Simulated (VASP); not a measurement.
# Mg (Fm-3m) in VASP: further runs, part 2 of 2

VASP 6.6.1. The steps go on from the part before.

### Step 4. Single point, revPBE (volume scaled by 0.96)

INCAR reads:

```
SYSTEM = Mg
  PREC = Accurate
  ENCUT = 520
  EDIFF = 1E-6
  ISMEAR = -1
  SIGMA = 0.1
  LREAL = .False.
  LASPH = .True.
  NELM = 100
  ALGO = Normal
  ISIF = 2
  LWAVE = .False.
  LCHARG = .True.
  GGA = RE
  LELF = .True.
  LVHAR = .True.
  NBANDS = 7
```

KPOINTS reads:

```
Automatic mesh
0
Gamma
  13 13 13
  0 0 0
```

POSCAR reads:

```
Mg
1.0
    0.0000000000      2.2505505086      2.2505505086
    2.2505505086      0.0000000000      2.2505505086
    2.2505505086      2.2505505086      0.0000000000
Mg
1
Direct
    0.0000000000      0.0000000000      0.0000000000
```

Potentials or basis: VASP PAW PBE potentials, release 64 (Mg).

Run with:

```
$ cat potpaw_PBE.64/Mg/POTCAR > POTCAR
$ mpirun -np 1 vasp_std > vasp.out
```

OUTCAR:

```text
SYSTEM = Mg
   PREC = Accurate
   ENCUT = 520
   EDIFF = 1E-6
   ISMEAR = -1
   LREAL = .False.
   LASPH = .True.
   NELM = 100
   ISIF = 2
   GGA = RE

 ion  position               nearest neighbor table
   1  0.000  0.000  0.000-

  LATTYP: Found a face centered cubic cell.
 ALAT       =     4.5011010172

  Lattice vectors:

 A1 = (   0.0000000000,   2.2505505086,   2.2505505086)
 A2 = (   2.2505505086,   0.0000000000,   2.2505505086)
 A3 = (   2.2505505086,   2.2505505086,   0.0000000000)

Analysis of symmetry for initial positions (statically):
=====================================================================
 Subroutine PRICEL returns:
 Original cell was already a primitive cell.

 Routine SETGRP: Setting up the symmetry group for a
 face centered cubic supercell.

 Subroutine GETGRP returns: Found 48 space group operations
 (whereof 48 operations were pure point group operations)
 out of a pool of 48 trial point group operations.

The static configuration has the point symmetry O_h .

Analysis of symmetry for dynamics (positions and initial velocities):
=====================================================================
 Subroutine PRICEL returns:
 Original cell was already a primitive cell.

 Routine SETGRP: Setting up the symmetry group for a
 face centered cubic supercell.

 Subroutine GETGRP returns: Found 48 space group operations
 (whereof 48 operations were pure point group operations)
 out of a pool of 48 trial point group operations.

The dynamic configuration has the point symmetry O_h .

 Subroutine INISYM returns: Found 48 space group operations
 (whereof 48 operations are pure point group operations),
 and found     1 'primitive' translations

----------------------------------------------------------------------------------------

                                     Primitive cell

  volume of cell :      22.7980

[... 98 lines left out ...]
   NUPDOWN=      -1.0000    fix difference up-down
   EMIN   =  10.00;   EMAX   =-10.00  energy-range for DOS
   EFERMI =   0.00;   METHOD = LEGACY
   ISMEAR =    -1;   SIGMA  =   0.10  broadening in eV -4-tet -1-fermi 0-gaus
   EFERMI_NEDOS =   21; number of points for ismear=-14 and -15
   IALGO  =     38    algorithm
   IMIX   =      4    mixing-type and parameters
     AMIX     =   0.40;   BMIX     =  1.00
     AMIX_MAG =   1.60;   BMIX_MAG =  1.00
  volume/ion in A,a.u.               =      22.80       153.85
  Fermi-wavevector in a.u.,A,eV,Ry     =   0.727421  1.374627  7.199412  0.529142
  Thomas-Fermi vector in A             =   1.818641
   LORBIT       =      0    0 simple, 1 ext, 2 COOP (PROOUT), +10 PAW based schemes
   GGA     = RE    functional components
   LHFCALC =     F    Hartree Fock is set to
   AEXX    =    0.0000 exact exchange contribution
   IVDW    =     0    specifies the selected vdW correction
   LEPSILON=     F    determine dielectric tensor
   LRPA    =     F    only Hartree local field effects (RPA)
 non-spin polarized calculation
  energy-cutoff  :      520.00
  volume of cell :       22.80
 maximum number of plane-waves:       626
   NGX = 11   NGY = 11   NGZ = 11

 number of electron       2.0000000 magnetization

 Free energy of the ion-electron system (eV)
  ---------------------------------------------------
  ext. energy  EPLUGINS =         0.00000000
  ---------------------------------------------------
  free energy    TOTEN  =        -1.35172669 eV

  energy without entropy =       -1.33729554  energy(sigma->0) =       -1.34451111

 E-fermi :   2.7397     XC(G=0):  -8.4318

 val. band max:        2.7106992333   @ k =  -0.3077   0.3846   0.0769
 cond. band min:       2.8189275096   @ k =   0.4615   0.0769   0.0000
 fundamental gap:      0.1082282763
 Fermi energy:         2.7396854441

 k-point     1 :       0.0000    0.0000    0.0000
  band No.  band energies     occupation
      1      -4.2037      2.00000
      2      15.1661      0.00000
      3      15.1661      0.00000
      4      15.1661      0.00000
      5      17.1966      0.00000
      6      17.1966      0.00000
      7      17.1966      0.00000
[... 221 lines left out ...]
 k-point    24 :       0.4615    0.1538    0.0000
  band No.  band energies     occupation
      1      -0.0679      2.00000
      2       3.7531      0.00008
      3      10.6401      0.00000
      4      11.8538      0.00000
      5      13.1937      0.00000
      6      18.3090      0.00000
      7      20.0287      0.00000

 [... further k-points ...]
[... 5 lines left out ...]
  --------------------------------------------------------------------------------------
  -------------------------------------------------------------------------------------
  Total        0.1913670      0.1913670      0.1913670      0.0000000      0.0000000      0.0000000
  in kB       13.4487305     13.4487305     13.4487305      0.0000000      0.0000000      0.0000000
  external PRESSURE =      13.4487305 kB  Pullay stress =       0.0000000 kB

 VOLUME and BASIS-vectors are now :
 -----------------------------------------------------------------------------
  energy-cutoff  :      520.00
  volume of cell :       22.80
      direct lattice vectors                 reciprocal lattice vectors
     0.000000000  2.250550509  2.250550509    -0.222167864  0.222167864  0.222167864
     2.250550509  0.000000000  2.250550509     0.222167864 -0.222167864  0.222167864
     2.250550509  2.250550509  0.000000000     0.222167864  0.222167864 -0.222167864

 POSITION                                       TOTAL-FORCE (eV/Angst)
 -----------------------------------------------------------------------------------
      0.00000      0.00000      0.00000         0.000000      0.000000      0.000000
 -----------------------------------------------------------------------------------
    total drift:                               -0.000000      0.000000      0.000000

  FREE ENERGIE OF THE ION-ELECTRON SYSTEM (eV)
  ---------------------------------------------------
  free  energy   TOTEN  =        -1.3517266865 eV

  energy  without entropy=       -1.3372955425  energy(sigma->0) =       -1.34451111
```

stdout:

```text
POSCAR found type information on POSCAR Mg
 POSCAR found :  1 types and       1 ions
 scaLAPACK will be used
 -----------------------------------------------------------------------------
|                                                                             |
|                                                                             |
|     You enforced a specific xc type in the INCAR file but a different       |
|     I HOPE YOU KNOW WHAT YOU ARE DOING!                                     |
|                                                                             |
 -----------------------------------------------------------------------------

 LDA part: xc-table for (Slater+PW92), standard interpolation
 POSCAR, INCAR and KPOINTS ok, starting setup
 FFT: planning ... GRIDC
 FFT: planning ... GRID_SOFT
 FFT: planning ... GRID
 WAVECAR not read
 entering main loop
```

Wall time 11 s (1 thread of Intel Xeon 8259CL, shared host); peak memory 0.14 GiB.

What came out:

```yaml
Free_energy: -1.3517 eV
Pressure: 1.3 GPa
Band_gap_on_the_k_mesh: zero (band 1 reaches 3.54 eV, above the bottom of band 2 at 1.73 eV)
```

Levels at points of the mesh, in eV from the Fermi level:
```csv
k point,band 1,band 2,band 3,band 4,band 5
"(0.00, 0.00, 0.00)",-6.94,12.43,12.43,12.43,14.46
```

Caveat: the PAW data sets were made with another functional, which shifts forces and pressure a little.

### Step 5. Overview

```csv
cell,gap on the mesh (eV),pressure (GPa)
"a = 3.092 Å, angles 60.0°, 1 atom",none,5.4
"a = 3.138 Å, angles 60.0°, 1 atom",none,3.2
"a = 3.183 Å, angles 60.0°, 1 atom",none,1.3
```

Alike in all rows: task single point; level revPBE; potentials or basis VASP PAW PBE potentials, release 64 (Mg); no spin polarisation; k mesh 13 × 13 × 13; cutoff (eV) 520; smearing fermi-dirac 0.1 eV.

Caveats: the PAW data sets were made with another functional, which shifts forces and pressure a little.

Total energies depend on the potentials used, so only differences within one code and one set of settings carry meaning.
